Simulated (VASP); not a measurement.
# CdSe (Fm-3m) in VASP: further runs

The runs below take CdSe through single point, with PBEsol, LDA.

Program: VASP 6.6.1. These are calculated values, not measurements. Logs are shortened: lines on timing, memory, paths and dates and some standing lists are left out, and cuts for length are marked.

### Step 1. The cell of the first run

The structure is cubic, space group Fm-3m (No. 225). The conventional cell has a = 5.670 Å, b = 5.670 Å, c = 5.670 Å, α = 90.00°, β = 90.00°, γ = 90.00°. Within 3.7 Å of Cd (site symmetry m-3m) lie 6 Se at 2.84 Å. Within 3.7 Å of Se (site symmetry m-3m) lie 6 Cd at 2.84 Å.

### Step 2. Single point, PBEsol

Contents of INCAR:

```
ALGO = Normal ; EDIFF = 1E-6
ENCUT = 520 ; GGA = PS
ISIF = 2 ; ISMEAR = -1
LASPH = T ; LCHARG = T
LELF = T ; LREAL = F
LVHAR = T ; LWAVE = F
NBANDS = 16 ; NELM = 80
PREC = Accurate ; SIGMA = 0.05
```

Contents of KPOINTS:

```
k-points
0
Gamma
  8 8 8
```

Contents of POSCAR:

```
CdSe
1.0
    0.0000000000      2.8351159683      2.8351159683
    2.8351159683      0.0000000000      2.8351159683
    2.8351159683      2.8351159683      0.0000000000
Cd Se
1 1
Direct
    0.0000000000      0.0000000000      0.0000000000
    0.5000000000      0.5000000000      0.5000000000
```

Potentials or basis: VASP PAW PBE potentials, release 64 (Cd, Se).

On the command line:

```
cat potpaw_PBE.64/Cd/POTCAR potpaw_PBE.64/Se/POTCAR > POTCAR
mpirun -np 1 vasp_std > vasp.out
```

OUTCAR:

```text
EDIFF = 1E-6
   ENCUT = 520
   GGA = PS
   ISIF = 2
   ISMEAR = -1
   LASPH = T
   LREAL = F
   NELM = 80
   PREC = Accurate

 ion  position               nearest neighbor table
   1  0.000  0.000  0.000-   2 2.84   2 2.84   2 2.84   2 2.84   2 2.84   2 2.84
   2  0.500  0.500  0.500-   1 2.84   1 2.84   1 2.84   1 2.84   1 2.84   1 2.84

  LATTYP: Found a face centered cubic cell.
 ALAT       =     5.6702319366

  Lattice vectors:

 A1 = (   0.0000000000,   2.8351159683,   2.8351159683)
 A2 = (   2.8351159683,   0.0000000000,   2.8351159683)
 A3 = (   2.8351159683,   2.8351159683,   0.0000000000)

Analysis of symmetry for initial positions (statically):
=====================================================================
 Subroutine PRICEL returns:
 Original cell was already a primitive cell.

 Routine SETGRP: Setting up the symmetry group for a
 face centered cubic supercell.

 Subroutine GETGRP returns: Found 48 space group operations
 (whereof 48 operations were pure point group operations)
 out of a pool of 48 trial point group operations.

The static configuration has the point symmetry O_h .

Analysis of symmetry for dynamics (positions and initial velocities):
=====================================================================
 Subroutine PRICEL returns:
 Original cell was already a primitive cell.

 Routine SETGRP: Setting up the symmetry group for a
 face centered cubic supercell.

 Subroutine GETGRP returns: Found 48 space group operations
 (whereof 48 operations were pure point group operations)
 out of a pool of 48 trial point group operations.

The dynamic configuration has the point symmetry O_h .

 Subroutine INISYM returns: Found 48 space group operations
 (whereof 48 operations are pure point group operations),
 and found     1 'primitive' translations

----------------------------------------------------------------------------------------

                                     Primitive cell

  volume of cell :      45.5767

  direct lattice vectors                    reciprocal lattice vectors
     0.000000000  2.835115968  2.835115968    -0.176359629  0.176359629  0.176359629
     2.835115968  0.000000000  2.835115968     0.176359629 -0.176359629  0.176359629
     2.835115968  2.835115968  0.000000000     0.176359629  0.176359629 -0.176359629

  length of vectors
     4.009459453  4.009459453  4.009459453     0.305463838  0.305463838  0.305463838

  position of ions in fractional coordinates (direct lattice)
     0.000000000  0.000000000  0.000000000
     0.500000000  0.500000000  0.500000000

  ion indices of the primitive-cell ions
   primitive index   ion index
                 1           1
                 2           2

----------------------------------------------------------------------------------------

 KPOINTS: k-points

Automatic generation of k-mesh.
 Grid dimensions read from file:
 generate k-points for:    8    8    8

 Generating k-lattice:

  Cartesian coordinates                     Fractional coordinates (reciprocal lattice)
    -0.022044954  0.022044954  0.022044954     0.125000000  0.000000000  0.000000000
     0.022044954 -0.022044954  0.022044954     0.000000000  0.125000000  0.000000000
     0.022044954  0.022044954 -0.022044954     0.000000000  0.000000000  0.125000000

  Length of vectors
     0.038182980  0.038182980  0.038182980

  Shift w.r.t. Gamma in fractional coordinates (k-lattice)
     0.000000000  0.000000000  0.000000000

 Subroutine IBZKPT returns following result:
 ===========================================

 Found     29 irreducible k-points:

 Following reciprocal coordinates:
            Coordinates               Weight
  0.000000  0.000000  0.000000      1.000000
  0.125000  0.000000  0.000000      8.000000
  0.250000  0.000000  0.000000      8.000000
  0.375000  0.000000  0.000000      8.000000
  0.500000  0.000000  0.000000      4.000000
  0.125000  0.125000  0.000000      6.000000
[... 16 lines left out ...]
  0.500000  0.250000  0.125000     48.000000
 -0.375000  0.250000  0.125000     24.000000
 [... further k-points ...]
   k-points           NKPTS =     29   k-points in BZ     NKDIM =     29   number of bands    NBANDS=     16
   number of dos      NEDOS =    301   number of ions     NIONS =      2
   total plane-waves  NPLWV =  27000
   dimension x,y,z NGX =    30 NGY =   30 NGZ =   30
   dimension x,y,z NGXF=    60 NGYF=   60 NGZF=   60
   ions per type =               1   1
   NGX,Y,Z   is equivalent  to a cutoff of  12.44, 12.44, 12.44 a.u.
   NGXF,Y,Z  is equivalent  to a cutoff of  24.88, 24.88, 24.88 a.u.
 SYSTEM =  unknown system
   PREC   = accura    normal or accurate (medium, high low for compatibility)
   ISTART =      0    job   : 0-new  1-cont  2-samecut
   ICHARG =      2    charge: 1-file 2-atom 10-const
   ISPIN  =      1    spin polarized calculation?
   LNONCOLLINEAR =      F non collinear calculations
   LSORBIT =      F    spin-orbit coupling
   LASPH  =      T    aspherical Exc in radial PAW
   ENCUT  =  520.0 eV  38.22 Ry    6.18 a.u.   7.45  7.45  7.45*2*pi/ulx,y,z
   NELM   =     80;   NELMIN=  2; NELMDL= -5     # of ELM steps
   EDIFF  = 0.1E-05   stopping-criterion for ELM
   LREAL  =      F    real-space projection
   EDIFFG = 0.1E-04   stopping-criterion for IOM
   NSW    =      0    number of steps for IOM
   IBRION =     -1    ionic relax: 0-MD 1-quasi-New 2-CG
   NFREE  =      0    steps in history (QN), initial steepest desc. (CG)
   ISIF   =      2    stress and relaxation
   ISYM   =      2    0-nonsym 1-usesym 2-fastsym
   POTIM  = 0.5000    time-step for ionic-motion
   TEBEG  =    0.0;   TEEND  =   0.0 temperature during run
   PSTRESS=    0.0 pullay stress
   NELECT =      18.0000    total number of electrons
   NUPDOWN=      -1.0000    fix difference up-down
   EMIN   =  10.00;   EMAX   =-10.00  energy-range for DOS
   EFERMI =   0.00;   METHOD = LEGACY
   ISMEAR =    -1;   SIGMA  =   0.05  broadening in eV -4-tet -1-fermi 0-gaus
   EFERMI_NEDOS =   21; number of points for ismear=-14 and -15
   IALGO  =     38    algorithm
   IMIX   =      4    mixing-type and parameters
     AMIX     =   0.40;   BMIX     =  1.00
     AMIX_MAG =   1.60;   BMIX_MAG =  1.00
  volume/ion in A,a.u.               =      22.79       153.78
  Fermi-wavevector in a.u.,A,eV,Ry     =   1.201116  2.269780 19.628838  1.442679
  Thomas-Fermi vector in A             =   2.336933
   LORBIT       =      0    0 simple, 1 ext, 2 COOP (PROOUT), +10 PAW based schemes
   GGA     = PS    functional components
   LHFCALC =     F    Hartree Fock is set to
   AEXX    =    0.0000 exact exchange contribution
   IVDW    =     0    specifies the selected vdW correction
   LEPSILON=     F    determine dielectric tensor
   LRPA    =     F    only Hartree local field effects (RPA)
 non-spin polarized calculation
  energy-cutoff  :      520.00
  volume of cell :       45.58
 maximum number of plane-waves:      1249
 NGX is ok and might be reduce to    30
   NGX = 15   NGY = 15   NGZ = 15

 number of electron      17.9999996 magnetization

 Free energy of the ion-electron system (eV)
  ---------------------------------------------------
  ext. energy  EPLUGINS =         0.00000000
  ---------------------------------------------------
  free energy    TOTEN  =        -5.98908468 eV

  energy without entropy =       -5.98621507  energy(sigma->0) =       -5.98764988

 E-fermi :   2.5986     XC(G=0): -10.3836

 val. band max:        2.4926590767   @ k =  -0.2500   0.1250   0.0000
 cond. band min:       2.6256961000   @ k =   0.0000   0.0000   0.0000
 fundamental gap:      0.1330370233
 Fermi energy:         2.5985887139

 k-point     1 :       0.0000    0.0000    0.0000
  band No.  band energies     occupation
      1     -10.6678      2.00000
      2      -5.4657      2.00000
      3      -5.4657      2.00000
      4      -5.4467      2.00000
      5      -5.4467      2.00000
      6      -5.4467      2.00000
[... 8 lines left out ...]
     15      12.3761      0.00000
     16      12.4783      0.00000

 k-point     2 :       0.1250    0.0000    0.0000
  band No.  band energies     occupation
      1     -10.5463      2.00000
      2      -5.5025      2.00000
      3      -5.5025      2.00000
      4      -5.4582      2.00000
      5      -5.4257      2.00000
      6      -5.4257      2.00000
[... 8 lines left out ...]
     15      11.9087      0.00000
     16      12.0979      0.00000

 k-point     3 :       0.2500    0.0000    0.0000
  band No.  band energies     occupation
      1     -10.2224      2.00000
      2      -5.5935      2.00000
      3      -5.5935      2.00000
      4      -5.5012      2.00000
      5      -5.3699      2.00000
      6      -5.3699      2.00000
[... 8 lines left out ...]
     15      12.7229      0.00000
     16      12.7229      0.00000

 k-point     4 :       0.3750    0.0000    0.0000
  band No.  band energies     occupation
      1      -9.8386      2.00000
      2      -5.6816      2.00000
      3      -5.6816      2.00000
      4      -5.5846      2.00000
      5      -5.3128      2.00000
      6      -5.3128      2.00000
[... 8 lines left out ...]
     15      14.1830      0.00000
     16      14.1830      0.00000

 k-point     5 :       0.5000    0.0000    0.0000
  band No.  band energies     occupation
      1      -9.6540      2.00000
      2      -5.7172      2.00000
      3      -5.7172      2.00000
      4      -5.6423      2.00000
      5      -5.2888      2.00000
      6      -5.2888      2.00000
[... 8 lines left out ...]
     15      15.4447      0.00000
     16      15.4447      0.00000

 k-point     6 :       0.1250    0.1250    0.0000
  band No.  band energies     occupation
      1     -10.5114      2.00000
      2      -5.5461      2.00000
      3      -5.4648      2.00000
      4      -5.4530      2.00000
      5      -5.4240      2.00000
      6      -5.4240      2.00000
[... 8 lines left out ...]
     15      13.6431      0.00000
     16      13.6431      0.00000

 k-point     7 :       0.2500    0.1250    0.0000
  band No.  band energies     occupation
      1     -10.2710      2.00000
      2      -5.6102      2.00000
      3      -5.5000      2.00000
      4      -5.4859      2.00000
      5      -5.3894      2.00000
      6      -5.3653      2.00000
[... 8 lines left out ...]
     15      13.6278      0.00000
     16      13.8317      0.00000

 k-point     8 :       0.3750    0.1250    0.0000
  band No.  band energies     occupation
      1      -9.9266      2.00000
      2      -5.6455      2.00000
      3      -5.5923      2.00000
      4      -5.5277      2.00000
      5      -5.3369      2.00000
      6      -5.3053      2.00000
[... 8 lines left out ...]
     15      14.1970      0.00000
     16      14.9302      0.00000

 k-point     9 :       0.5000    0.1250    0.0000
  band No.  band energies     occupation
      1      -9.6801      2.00000
      2      -5.6711      2.00000
      3      -5.6236      2.00000
      4      -5.5926      2.00000
      5      -5.2900      2.00000
      6      -5.2829      2.00000
[... 8 lines left out ...]
     15      15.3899      0.00000
     16      15.5764      0.00000
[... 172 lines left out ...]
 k-point    19 :       0.5000    0.3750    0.0000
  band No.  band energies     occupation
      1      -9.7871      2.00000
      2      -5.5528      2.00000
      3      -5.4291      2.00000
      4      -5.2779      2.00000
      5      -5.2455      2.00000
      6      -4.8873      2.00000
[... 8 lines left out ...]
     15      16.7186      0.00000
     16      17.5621      0.00000

 k-point    20 :      -0.3750    0.3750    0.0000
  band No.  band energies     occupation
      1      -9.7009      2.00000
      2      -5.5340      2.00000
      3      -5.5267      2.00000
      4      -5.3395      2.00000
      5      -5.2587      2.00000
      6      -4.9252      2.00000
[... 8 lines left out ...]
     15      15.0138      0.00000
     16      17.6108      0.00000

 k-point    21 :       0.5000    0.5000    0.0000
  band No.  band energies     occupation
      1      -9.8060      2.00000
      2      -5.5706      2.00000
      3      -5.3784      2.00000
      4      -5.2311      2.00000
      5      -5.2311      2.00000
      6      -4.6911      2.00000
[... 8 lines left out ...]
     15      17.0544      0.00000
     16      17.5223      0.00000

 k-point    22 :       0.3750    0.2500    0.1250
  band No.  band energies     occupation
      1     -10.0367      2.00000
      2      -5.6142      2.00000
      3      -5.5360      2.00000
      4      -5.4956      2.00000
      5      -5.3539      2.00000
      6      -5.3039      2.00000
[... 8 lines left out ...]
     15      15.0338      0.00000
     16      15.2652      0.00000

 k-point    23 :       0.5000    0.2500    0.1250
  band No.  band energies     occupation
      1      -9.7809      2.00000
      2      -5.6195      2.00000
      3      -5.5535      2.00000
      4      -5.4941      2.00000
      5      -5.3058      2.00000
      6      -5.2407      2.00000
[... 8 lines left out ...]
     15      15.2034      0.00000
     16      15.8523      0.00000

 k-point    24 :      -0.3750    0.2500    0.1250
  band No.  band energies     occupation
      1      -9.6675      2.00000
      2      -5.6510      2.00000
      3      -5.5205      2.00000
      4      -5.4918      2.00000
      5      -5.2773      2.00000
      6      -5.2128      2.00000
[... 8 lines left out ...]
     15      13.7294      0.00000
     16      16.5499      0.00000

 [... further k-points ...]

------------------------ aborting loop because EDIFF is reached ----------------------------------------

  FORCE on cell =-STRESS in cart. coord.  units (eV):
  Direction    XX          YY          ZZ          XY          YZ          ZX
  --------------------------------------------------------------------------------------
  -------------------------------------------------------------------------------------
  Total       -0.3065026     -0.3065026     -0.3065026     -0.0000000      0.0000000     -0.0000000
  in kB      -10.7746287    -10.7746287    -10.7746287     -0.0000000      0.0000000     -0.0000000
  external PRESSURE =     -10.7746287 kB  Pullay stress =       0.0000000 kB

 VOLUME and BASIS-vectors are now :
 -----------------------------------------------------------------------------
  energy-cutoff  :      520.00
  volume of cell :       45.58
      direct lattice vectors                 reciprocal lattice vectors
     0.000000000  2.835115968  2.835115968    -0.176359629  0.176359629  0.176359629
     2.835115968  0.000000000  2.835115968     0.176359629 -0.176359629  0.176359629
     2.835115968  2.835115968  0.000000000     0.176359629  0.176359629 -0.176359629

 POSITION                                       TOTAL-FORCE (eV/Angst)
 -----------------------------------------------------------------------------------
      0.00000      0.00000      0.00000         0.000000      0.000000     -0.000000
      2.83512      2.83512      2.83512         0.000000      0.000000      0.000000
 -----------------------------------------------------------------------------------
    total drift:                               -0.000000      0.000000      0.000000

  FREE ENERGIE OF THE ION-ELECTRON SYSTEM (eV)
  ---------------------------------------------------
  free  energy   TOTEN  =        -5.9890846833 eV

  energy  without entropy=       -5.9862150738  energy(sigma->0) =       -5.98764988
```

It took 20 s on 1 thread of Intel Xeon Platinum 8259CL at 2.50GHz (Skylake/Cascade Lake), shared host; peak memory 0.17 GiB.

What came out:

```
Free energy            : -5.9891 eV
Pressure               : -1.1 GPa
Band gap on the k mesh : zero (band 9 reaches 2.49 eV, above the bottom of band 10 at 1.95 eV)
```

Caveat: the PAW data sets were made with another functional, which shifts forces and pressure a little.

(Part 1 of 2 ends here.)
